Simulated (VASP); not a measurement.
Wanted: the native input for a VASP 6.6.1 run.

| Item | Value |
| --- | --- |
| Task | single point |
| Functional | r2SCAN |
| Potentials or basis | VASP PAW PBE potentials, release 64 (Na_pv, Cl) |
| Cutoff | 520 eV |
| k mesh | 8 × 8 × 8 |
| Occupations | gaussian, width 0.01 eV |
| Spin | no spin polarisation |
| Dipole correction | no |
| Further INCAR settings | ALGO = Normal; EDIFF = 1e-07; NBANDS = 14 |

The system is NaCl.

```
CELL_PARAMETERS angstrom
-0.00701 2.80270 2.80270
2.80270 -0.00701 2.80270
2.79569 2.79569 0.00000
ATOMIC_POSITIONS crystal
Na 0.00000 0.00000 0.00000
Cl 0.50000 0.50000 0.50000
```

This cell differs from its parent crystal: shear xy strain -0.5%.

These files were run (other wordings do the same):

POSCAR

```
NaCl
1.0
   -0.0070067471      2.8026988391      2.8026988391
    2.8026988391     -0.0070067471      2.8026988391
    2.7956920920      2.7956920920      0.0000000000
Na Cl
1 1
Direct
    0.0000000000      0.0000000000      0.0000000000
    0.5000000000      0.5000000000      0.5000000000
```

INCAR.step1

```
ALGO = Normal ; EDIFF = 1E-4
ENCUT = 520 ; GGA = PE
ISMEAR = 0 ; LASPH = True
LCHARG = False ; LREAL = False
LWAVE = True ; NBANDS = 14
NELM = 100 ; PREC = Accurate
SIGMA = 0.01
```

INCAR.step2

```
ALGO = Normal ; EDIFF = 1E-7
ENCUT = 520 ; ISIF = 2
ISMEAR = 0 ; ISTART = 1
LASPH = True ; LCHARG = False
LMIXTAU = True ; LREAL = False
LWAVE = False ; METAGGA = R2SCAN
NBANDS = 14 ; NELM = 100
PREC = Accurate ; SIGMA = 0.01
```

KPOINTS

```
k-points
0
Gamma
  8 8 8
```

Potentials or basis: VASP PAW PBE potentials, release 64 (Na_pv, Cl).

Launch:

```sh
$ cat potpaw_PBE.64/Na_pv/POTCAR potpaw_PBE.64/Cl/POTCAR > POTCAR
$ cp INCAR.step1 INCAR
$ mpirun -np 1 vasp_std > vasp.out
$ cp INCAR.step2 INCAR
$ mpirun -np 1 vasp_std > vasp.out
```

Results of the run:

| Quantity | Value |
| --- | --- |
| Pressure | -0.2 GPa |
| Band gap on the k mesh | 5.99 eV, direct |

Caveat: the cell differs from its parent crystal (shear xy strain -0.5%); the PAW data sets were made with another functional, which shifts forces and pressure a little.

It took 4.3 min on 1 thread of AMD EPYC 7R13 Processor (Zen 3) (shared host), peak memory 0.16 GiB.
